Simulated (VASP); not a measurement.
# Li (Fd-3m) in VASP: further runs

Runs on Li. Level: LDA. Tasks: single point.

Program: VASP 6.6.1. These are calculated values, not measurements. Logs are shortened: lines on timing, memory, paths and dates and some standing lists are left out, and cuts for length are marked.

## 1. The cell of the first run

The structure is cubic, space group Fd-3m (No. 227). Conventional cell: a = 5.708 Å, b = 5.708 Å, c = 5.708 Å, α = 90.00°, β = 90.00°, γ = 90.00°. Within 3.3 Å of Li (site symmetry -43m) lie 4 Li at 2.47 Å.

## 2. Single point, LDA

INCAR

```
PREC     = Accurate       # precision mode
ENCUT    = 520            # plane-wave cutoff, eV
EDIFF    = 1E-6           # SCF threshold, eV
ISMEAR   = -1             # smearing method
SIGMA    = 0.1            # smearing width, eV
LREAL    = F              # projectors in reciprocal space
LASPH    = T              # aspherical terms in the spheres
NELM     = 80             # most SCF steps
ALGO     = Normal         # electronic algorithm
ISIF     = 2              # what is computed and relaxed
LWAVE    = F              # write WAVECAR
LCHARG   = F              # write CHGCAR
GGA      = CA             # functional
NBANDS   = 10             # bands
```

KPOINTS

```
Automatic mesh
0
Gamma
  11 11 11
```

POSCAR

```
Li
1.0
    0.0000000000      2.8541309854      2.8541309854
    2.8541309854      0.0000000000      2.8541309854
    2.8541309854      2.8541309854      0.0000000000
Li
2
Direct
    0.1250000000      0.1250000000      0.1250000000
    0.8750000000      0.8750000000      0.8750000000
```

Potentials or basis: VASP PAW LDA potentials, release 64 (Li_sv).

On the command line:

```
$ cat potpaw_LDA.64/Li_sv/POTCAR > POTCAR
$ mpirun -np 1 vasp_std > vasp.out
```

OUTCAR:

```text
PREC = Accurate
   ENCUT = 520
   EDIFF = 1E-6
   ISMEAR = -1
   LREAL = F
   LASPH = T
   NELM = 80
   ISIF = 2
   GGA = CA

 ion  position               nearest neighbor table
   1  0.125  0.125  0.125-   2 2.47   2 2.47   2 2.47   2 2.47
   2  0.875  0.875  0.875-   1 2.47   1 2.47   1 2.47   1 2.47

  LATTYP: Found a face centered cubic cell.
 ALAT       =     5.7082619708

  Lattice vectors:

 A1 = (   0.0000000000,   2.8541309854,   2.8541309854)
 A2 = (   2.8541309854,   0.0000000000,   2.8541309854)
 A3 = (   2.8541309854,   2.8541309854,   0.0000000000)

Analysis of symmetry for initial positions (statically):
=====================================================================
 Subroutine PRICEL returns:
 Original cell was already a primitive cell.

 Routine SETGRP: Setting up the symmetry group for a
 face centered cubic supercell.

 Subroutine GETGRP returns: Found 48 space group operations
 (whereof 12 operations were pure point group operations)
 out of a pool of 48 trial point group operations.

The static configuration has the point symmetry D_3d.
 The point group associated with its full space group is O_h .

Analysis of symmetry for dynamics (positions and initial velocities):
=====================================================================
 Subroutine PRICEL returns:
 Original cell was already a primitive cell.

 Routine SETGRP: Setting up the symmetry group for a
 face centered cubic supercell.

 Subroutine GETGRP returns: Found 48 space group operations
 (whereof 12 operations were pure point group operations)
 out of a pool of 48 trial point group operations.

The dynamic configuration has the point symmetry D_3d.
 The point group associated with its full space group is O_h .

 Subroutine INISYM returns: Found 48 space group operations
 (whereof 12 operations are pure point group operations),
 and found     1 'primitive' translations

----------------------------------------------------------------------------------------

                                     Primitive cell

  volume of cell :      46.4999

  direct lattice vectors                    reciprocal lattice vectors
     0.000000000  2.854130985  2.854130985    -0.175184672  0.175184672  0.175184672
     2.854130985  0.000000000  2.854130985     0.175184672 -0.175184672  0.175184672
     2.854130985  2.854130985  0.000000000     0.175184672  0.175184672 -0.175184672

  length of vectors
     4.036350748  4.036350748  4.036350748     0.303428752  0.303428752  0.303428752

  position of ions in fractional coordinates (direct lattice)
     0.125000000  0.125000000  0.125000000
     0.875000000  0.875000000  0.875000000

  ion indices of the primitive-cell ions
   primitive index   ion index
                 1           1
                 2           2

----------------------------------------------------------------------------------------

 KPOINTS: Automatic mesh

Automatic generation of k-mesh.
 Grid dimensions read from file:
 generate k-points for:   11   11   11

 Generating k-lattice:

  Cartesian coordinates                     Fractional coordinates (reciprocal lattice)
    -0.015925879  0.015925879  0.015925879     0.090909091  0.000000000  0.000000000
     0.015925879 -0.015925879  0.015925879     0.000000000  0.090909091  0.000000000
     0.015925879  0.015925879 -0.015925879     0.000000000  0.000000000  0.090909091

  Length of vectors
     0.027584432  0.027584432  0.027584432

  Shift w.r.t. Gamma in fractional coordinates (k-lattice)
     0.000000000  0.000000000  0.000000000

 Subroutine IBZKPT returns following result:
 ===========================================

 Found     56 irreducible k-points:

 Following reciprocal coordinates:
            Coordinates               Weight
  0.000000  0.000000  0.000000      1.000000
  0.090909  0.000000  0.000000      8.000000
  0.181818  0.000000  0.000000      8.000000
  0.272727  0.000000  0.000000      8.000000
  0.363636  0.000000  0.000000      8.000000
  0.454545  0.000000  0.000000      8.000000
[... 16 lines left out ...]
 -0.272727  0.181818  0.000000     24.000000
 -0.181818  0.181818  0.000000     12.000000
 [... further k-points ...]
   k-points           NKPTS =     56   k-points in BZ     NKDIM =     56   number of bands    NBANDS=     10
   number of dos      NEDOS =    301   number of ions     NIONS =      2
   total plane-waves  NPLWV =  27000
   dimension x,y,z NGX =    30 NGY =   30 NGZ =   30
   dimension x,y,z NGXF=    60 NGYF=   60 NGZF=   60
   ions per type =               2
   NGX,Y,Z   is equivalent  to a cutoff of  12.36, 12.36, 12.36 a.u.
   NGXF,Y,Z  is equivalent  to a cutoff of  24.71, 24.71, 24.71 a.u.
 SYSTEM =  unknown system
   PREC   = accura    normal or accurate (medium, high low for compatibility)
   ISTART =      0    job   : 0-new  1-cont  2-samecut
   ICHARG =      2    charge: 1-file 2-atom 10-const
   ISPIN  =      1    spin polarized calculation?
   LNONCOLLINEAR =      F non collinear calculations
   LSORBIT =      F    spin-orbit coupling
   LASPH  =      T    aspherical Exc in radial PAW
   ENCUT  =  520.0 eV  38.22 Ry    6.18 a.u.   7.50  7.50  7.50*2*pi/ulx,y,z
   NELM   =     80;   NELMIN=  2; NELMDL= -5     # of ELM steps
   EDIFF  = 0.1E-05   stopping-criterion for ELM
   LREAL  =      F    real-space projection
   EDIFFG = 0.1E-04   stopping-criterion for IOM
   NSW    =      0    number of steps for IOM
   IBRION =     -1    ionic relax: 0-MD 1-quasi-New 2-CG
   NFREE  =      0    steps in history (QN), initial steepest desc. (CG)
   ISIF   =      2    stress and relaxation
   ISYM   =      2    0-nonsym 1-usesym 2-fastsym
   POTIM  = 0.5000    time-step for ionic-motion
   TEBEG  =    0.0;   TEEND  =   0.0 temperature during run
   PSTRESS=    0.0 pullay stress
   NELECT =       6.0000    total number of electrons
   NUPDOWN=      -1.0000    fix difference up-down
   EMIN   =  10.00;   EMAX   =-10.00  energy-range for DOS
   EFERMI =   0.00;   METHOD = LEGACY
   ISMEAR =    -1;   SIGMA  =   0.10  broadening in eV -4-tet -1-fermi 0-gaus
   EFERMI_NEDOS =   21; number of points for ismear=-14 and -15
   IALGO  =     38    algorithm
   IMIX   =      4    mixing-type and parameters
     AMIX     =   0.40;   BMIX     =  1.00
     AMIX_MAG =   1.60;   BMIX_MAG =  1.00
  volume/ion in A,a.u.               =      23.25       156.90
  Fermi-wavevector in a.u.,A,eV,Ry     =   0.827259  1.563292  9.311242  0.684357
  Thomas-Fermi vector in A             =   1.939432
   LORBIT       =      0    0 simple, 1 ext, 2 COOP (PROOUT), +10 PAW based schemes
   GGA     = CA    functional components
   LHFCALC =     F    Hartree Fock is set to
   AEXX    =    0.0000 exact exchange contribution
   IVDW    =     0    specifies the selected vdW correction
   LEPSILON=     F    determine dielectric tensor
   LRPA    =     F    only Hartree local field effects (RPA)
 non-spin polarized calculation
  energy-cutoff  :      520.00
  volume of cell :       46.50
 maximum number of plane-waves:      1273
 NGX is ok and might be reduce to    30
   NGX = 15   NGY = 15   NGZ = 15

 number of electron       6.0000009 magnetization

 Free energy of the ion-electron system (eV)
  ---------------------------------------------------
  ext. energy  EPLUGINS =         0.00000000
  ---------------------------------------------------
  free energy    TOTEN  =        -3.05389104 eV

  energy without entropy =       -3.03001293  energy(sigma->0) =       -3.04195199

 E-fermi :   0.4702     XC(G=0):  -6.7886

 val. band max:        0.4153708332   @ k =   0.4545   0.0000   0.0000
 cond. band min:       0.4780807882   @ k =  -0.4545   0.1818   0.0000
 fundamental gap:      0.0627099550
 Fermi energy:         0.4702264926

 k-point     1 :       0.0000    0.0000    0.0000
  band No.  band energies     occupation
      1     -46.4172      2.00000
      2     -46.3022      2.00000
      3      -3.0189      2.00000
      4       6.2252      0.00000
      5       6.2252      0.00000
      6       6.2252      0.00000
      7       7.4467      0.00000
      8       7.4467      0.00000
      9       7.4467      0.00000
     10      12.6033      0.00000

 k-point     2 :       0.0909    0.0000    0.0000
  band No.  band energies     occupation
      1     -46.4154      2.00000
      2     -46.3039      2.00000
      3      -2.9337      2.00000
      4       5.2807      0.00000
      5       5.9278      0.00000
      6       5.9278      0.00000
      7       7.8232      0.00000
      8       7.8232      0.00000
      9       8.2714      0.00000
     10      11.7669      0.00000

 k-point     3 :       0.1818    0.0000    0.0000
  band No.  band energies     occupation
      1     -46.4104      2.00000
      2     -46.3089      2.00000
      3      -2.6791      2.00000
      4       3.9078      0.00000
      5       5.4778      0.00000
      6       5.4778      0.00000
      7       8.3414      0.00000
      8       8.3414      0.00000
      9       9.2837      0.00000
     10      10.9377      0.00000

 k-point     4 :       0.2727    0.0000    0.0000
  band No.  band energies     occupation
      1     -46.4029      2.00000
      2     -46.3160      2.00000
      3      -2.2595      2.00000
      4       2.5715      0.00000
      5       5.1234      0.00000
      6       5.1234      0.00000
      7       8.3715      0.00000
      8       8.3715      0.00000
      9      10.0382      0.00000
     10      10.3597      0.00000

 k-point     5 :       0.3636    0.0000    0.0000
  band No.  band energies     occupation
      1     -46.3947      2.00000
      2     -46.3240      2.00000
      3      -1.6909      2.00000
      4       1.3654      0.00026
      5       4.8962      0.00000
      6       4.8962      0.00000
      7       8.0764      0.00000
      8       8.0764      0.00000
      9       9.9728      0.00000
     10      10.5496      0.00000

 k-point     6 :       0.4545    0.0000    0.0000
  band No.  band energies     occupation
      1     -46.3889      2.00000
      2     -46.3297      2.00000
      3      -1.0661      2.00000
      4       0.4154      1.26760
      5       4.7884      0.00000
      6       4.7884      0.00000
      7       7.8575      0.00000
      8       7.8575      0.00000
      9       9.7973      0.00000
     10      10.7942      0.00000
[... 183 lines left out ...]
 k-point    21 :      -0.4545    0.1818    0.0000
  band No.  band energies     occupation
      1     -46.3820      2.00000
      2     -46.3365      2.00000
      3      -0.5795      1.99994
      4       0.4781      0.96075
      5       3.4299      0.00000
      6       3.9655      0.00000
      7       7.1405      0.00000
      8       9.4040      0.00000
      9      10.6151      0.00000
     10      12.0856      0.00000

 k-point    22 :      -0.3636    0.1818    0.0000
  band No.  band energies     occupation
      1     -46.3846      2.00000
      2     -46.3339      2.00000
      3      -0.9387      2.00000
      4       0.9454      0.01713
      5       3.1809      0.00000
      6       4.3235      0.00000
      7       7.4173      0.00000
      8       9.1476      0.00000
      9      11.0247      0.00000
     10      11.9298      0.00000

 k-point    23 :      -0.2727    0.1818    0.0000
  band No.  band energies     occupation
      1     -46.3920      2.00000
      2     -46.3267      2.00000
      3      -1.5860      2.00000
      4       2.0053      0.00000
      5       3.1102      0.00000
      6       4.8234      0.00000
      7       7.8658      0.00000
      8       8.9837      0.00000
      9      10.7321      0.00000
     10      11.0016      0.00000

 k-point    24 :      -0.1818    0.1818    0.0000
  band No.  band energies     occupation
      1     -46.4001      2.00000
      2     -46.3188      2.00000
      3      -2.1135      2.00000
      4       3.1904      0.00000
      5       3.2440      0.00000
      6       5.3796      0.00000
      7       8.4574      0.00000
      8       8.6016      0.00000
      9      10.1409      0.00000
     10      10.3532      0.00000

 [... further k-points ...]

------------------------ aborting loop because EDIFF is reached ----------------------------------------

  FORCE on cell =-STRESS in cart. coord.  units (eV):
  Direction    XX          YY          ZZ          XY          YZ          ZX
  --------------------------------------------------------------------------------------
  -------------------------------------------------------------------------------------
  Total       -0.0306482     -0.0306482     -0.0306482      0.0000000      0.0000000     -0.0000000
  in kB       -1.0560008     -1.0560008     -1.0560008      0.0000000      0.0000000     -0.0000000
  external PRESSURE =      -1.0560008 kB  Pullay stress =       0.0000000 kB

 VOLUME and BASIS-vectors are now :
 -----------------------------------------------------------------------------
  energy-cutoff  :      520.00
  volume of cell :       46.50
      direct lattice vectors                 reciprocal lattice vectors
     0.000000000  2.854130985  2.854130985    -0.175184672  0.175184672  0.175184672
     2.854130985  0.000000000  2.854130985     0.175184672 -0.175184672  0.175184672
     2.854130985  2.854130985  0.000000000     0.175184672  0.175184672 -0.175184672

 POSITION                                       TOTAL-FORCE (eV/Angst)
 -----------------------------------------------------------------------------------
      0.71353      0.71353      0.71353        -0.000000      0.000000     -0.000000
      4.99473      4.99473      4.99473         0.000000     -0.000000      0.000000
 -----------------------------------------------------------------------------------
    total drift:                                0.000000      0.000000      0.000000

  FREE ENERGIE OF THE ION-ELECTRON SYSTEM (eV)
  ---------------------------------------------------
  free  energy   TOTEN  =        -3.0538910409 eV

  energy  without entropy=       -3.0300129341  energy(sigma->0) =       -3.04195199
```

Wall time 16 s (1 thread of Intel Xeon Platinum 8488C (Sapphire Rapids), shared host); peak memory 0.14 GiB.

What came out:

```yaml
Free_energy: -3.0539 eV
Band_gap_on_the_k_mesh: zero (band 3 reaches 0.68 eV, above the bottom of band 4 at 0.31 eV)
```

Caveat: the cutoff is under 1.25 times the usual one of these potentials, so pressure, stress and relaxed cells hold a basis-set (Pulay) error.

## 3. Single point, LDA (volume scaled by 1.04)

INCAR

```
SYSTEM = Li
ALGO     = Normal         ! electronic algorithm
EDIFF    = 1E-6           ! SCF threshold, eV
ENCUT    = 520            ! plane-wave cutoff, eV
ISIF     = 2              ! what is computed and relaxed
ISMEAR   = -1             ! smearing method
LASPH    = .TRUE.         ! aspherical terms in the spheres
LCHARG   = .FALSE.        ! write CHGCAR
LREAL    = .FALSE.        ! projectors in reciprocal space
LWAVE    = .FALSE.        ! write WAVECAR
NBANDS   = 10             ! bands
NELM     = 60             ! most SCF steps
PREC     = Accurate       ! precision mode
SIGMA    = 0.1            ! smearing width, eV
```

KPOINTS

```
k-points
0
G
  11 11 11
  0 0 0
```

POSCAR

```
Li
1.0
    0.0000000000      2.8916896476      2.8916896476
    2.8916896476      0.0000000000      2.8916896476
    2.8916896476      2.8916896476      0.0000000000
Li
2
Direct
    0.1250000000      0.1250000000      0.1250000000
    0.8750000000      0.8750000000      0.8750000000
```

Potentials or basis: VASP PAW LDA potentials, release 64 (Li_sv).

On the command line:

```
$ cat potpaw_LDA.64/Li_sv/POTCAR > POTCAR
$ mpirun -np 1 vasp_std > vasp.out
```

It took 16 s on 1 thread of Intel Xeon Platinum 8488C (Sapphire Rapids), shared host; peak memory 0.14 GiB.

The run converged. Its results:

| Quantity | Value |
| --- | --- |
| Free energy | -3.0526 eV |
| Band gap on the k mesh | zero (band 3 reaches 0.57 eV, above the bottom of band 4 at 0.15 eV) |

Levels at points of the mesh, in eV from the Fermi level:
| k point | band 1 | band 2 | band 3 | band 4 | band 5 | band 6 | band 7 | band 8 |
| --- | --- | --- | --- | --- | --- | --- | --- | --- |
| (0.00, 0.00, 0.00) | -46.87 | -46.77 | -3.41 | 5.63 | 5.63 | 5.63 | 6.83 | 6.83 |

Caveat: the cutoff is under 1.25 times the usual one of these potentials, so pressure, stress and relaxed cells hold a basis-set (Pulay) error.

## 4. Single point, LDA (volume scaled by 1.08)

INCAR

```
SYSTEM = Li
PREC     = Accurate       ! precision mode
ENCUT    = 520            ! plane-wave cutoff, eV
EDIFF    = 1E-7           ! SCF threshold, eV
ISMEAR   = -1             ! smearing method
SIGMA    = 0.1            ! smearing width, eV
LREAL    = .FALSE.        ! projectors in reciprocal space
LASPH    = .TRUE.         ! aspherical terms in the spheres
NELM     = 60             ! most SCF steps
ALGO     = Normal         ! electronic algorithm
ISIF     = 2              ! what is computed and relaxed
LWAVE    = .FALSE.        ! write WAVECAR
LCHARG   = .FALSE.        ! write CHGCAR
NBANDS   = 10             ! bands
```

KPOINTS

```
regular mesh
0
G
  11 11 11
  0 0 0
```

POSCAR

```
Li
1.0
    0.0000000000      2.9282972002      2.9282972002
    2.9282972002      0.0000000000      2.9282972002
    2.9282972002      2.9282972002      0.0000000000
Li
2
Direct
    0.1250000000      0.1250000000      0.1250000000
    0.8750000000      0.8750000000      0.8750000000
```

On the command line:

```
$ cat potpaw_LDA.64/Li_sv/POTCAR > POTCAR
$ mpirun -np 1 vasp_std > vasp.out
```

Wall time 15 s (1 thread of Intel Xeon Platinum 8488C (Sapphire Rapids), shared host); peak memory 0.15 GiB.

The run converged. Its results:

```
Free energy            : -3.0490 eV
Band gap on the k mesh : zero (band 3 reaches 0.47 eV, above the bottom of band 4 at 0.00 eV)
```

Levels at points of the mesh, in eV from the Fermi level:
| k point | band 1 | band 2 | band 3 | band 4 | band 5 | band 6 |
| --- | --- | --- | --- | --- | --- | --- |
| (0.00, 0.00, 0.00) | -46.87 | -46.78 | -3.34 | 5.50 | 5.50 | 5.50 |

Caveat: the cutoff is under 1.25 times the usual one of these potentials, so pressure, stress and relaxed cells hold a basis-set (Pulay) error.

## 5. Overview

```csv
cell,gap on the mesh (eV)
"a = 4.036 Å, angles 60.0°, 2 atoms",none
"a = 4.089 Å, angles 60.0°, 2 atoms",none
"a = 4.141 Å, angles 60.0°, 2 atoms",none
```

Alike in all rows: task single point; level LDA; potentials or basis VASP PAW LDA potentials, release 64 (Li_sv); no spin polarisation; k mesh 11 × 11 × 11; cutoff (eV) 520; smearing fermi-dirac 0.1 eV.

Caveats: the cutoff is under 1.25 times the usual one of these potentials, so pressure, stress and relaxed cells hold a basis-set (Pulay) error.

Absolute energies hang on the potentials; compare differences alone.
